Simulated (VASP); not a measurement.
# KF: electric field gradients with LDA

KF:

```
K F
1.0
     3.30184    0.00000    0.00000
     0.00000    3.30184    0.00000
     0.00000    0.00000    3.30184
K F
1 1
Direct
  0.00000 0.00000 0.00000
  0.50000 0.50000 0.50000
```

This cell differs from its parent crystal: volume scaled by 1.04.

```json
{"Program": "VASP 6.6.1", "Task": "electric field gradients", "Functional": "LDA", "Potentials or basis": "VASP PAW LDA potentials, release 64 (K_sv, F)", "Cutoff": "520 eV", "k mesh": "9 × 9 × 9", "Occupations": "fermi-dirac, width 0.02 eV", "Spin": "no spin polarisation", "Dipole correction": "no", "Further INCAR settings": "ALGO = Normal; EDIFF = 1e-08; NBANDS = 15"}
```

The pressure is -6.4 GPa. The band gap on the k mesh is 5.66 eV, indirect (least direct gap 5.71 eV).

Levels at points of the mesh, in eV from the valence-band top:
```csv
k point,band 6,band 7,band 8,band 9,band 10,band 11
"(0.00, 0.00, 0.00)",-0.05,-0.05,-0.05,5.66,8.04,8.04
```

It took 10 s on 1 thread of Intel(R) Xeon(R) Platinum 8488C (Sapphire Rapids), with other jobs on the host, peak memory 0.14 GiB.

Caveat: without QUAD_EFG the Cq values of the log hold for a quadrupole moment of 1 mb, not for the nuclei. A k mesh can miss the band edges.
